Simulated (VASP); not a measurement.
Runs of VASP 6.6.1 on H17O8F. The cells are those of the table. 

```tsv
cell	gap on the mesh (eV)	pressure (GPa)	largest force (eV/Å)
a = 6.708, b = 4.647, c = 5.531 Å, angles 83.3, 80.8, 92.2°, 26 atoms	4.80	(b)	(a)
a = 6.495 Å, 26 atoms	4.86	-0.8	0.22
a = 5.483, b = 5.606, c = 5.753 Å, angles 89.0, 94.4, 91.1°, 26 atoms	(c)	5.0	4.10
a = 6.132, b = 5.546, c = 5.930 Å, angles 85.0, 92.7, 88.6°, 26 atoms	4.65	4.8	5.17
```

Alike in all rows: task single point; level PBE+D3(BJ); potentials or basis VASP PAW PBE potentials, release 64 (O, H, F); no spin polarisation; k mesh 1 × 1 × 1; cutoff (eV) 520; smearing fermi-dirac 0.05 eV.

Q: Estimate the missing entries.

A: (a) 3.39; (b) 2.6; (c) 4.42.

Caveats: all runs use coarse meshes.

A k mesh can miss the band edges.
